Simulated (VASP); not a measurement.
Input of a VASP 6.6.1 run:

File INCAR:

```
PREC = Accurate
ENCUT = 520
EDIFF = 1E-6
ISMEAR = 0
SIGMA = 0.01
LREAL = False
LASPH = True
NELM = 80
ALGO = Normal
ISIF = 2
LWAVE = False
LCHARG = False
GGA = PE
NBANDS = 22
```

KPOINTS

```
regular mesh
0
Gamma
  6 6 2
```

The input POSCAR:

```
I
1.0
    4.4480266101     -2.2903537084      0.0000000000
    4.4480266101      2.2903537084      0.0000000000
    0.0000000000      0.0000000000      9.7327294875
I
4
Direct
    0.8417984967      0.1582015033      0.8779801343
    0.3417984967      0.6582015033      0.6220198657
    0.1582015033      0.8417984967      0.1220198657
    0.6582015033      0.3417984967      0.3779801343
```

Potentials or basis: VASP PAW PBE potentials, release 64 (I).

Run with:

```sh
$ cat potpaw_PBE.64/I/POTCAR > POTCAR
$ mpirun -np 1 vasp_std > vasp.out
```

**Question.** Estimate the pressure.

**Answer.** 0.6 GPa.

**Question.** Estimate the largest force.

**Answer.** 0.139 eV/Å.

**Question.** Predict the band gap on the k mesh.

**Answer.** 1.12 eV, indirect (least direct gap 1.15 eV).

Forces on the atoms (eV/Å):
```
I    0.000  0.103 -0.093
I    0.000  0.103  0.093
I    0.000 -0.103  0.093
I    0.000 -0.103 -0.093
```

Caveat: spin-orbit coupling is left out, which moves the levels of the heavy elements. A k mesh can miss the band edges.
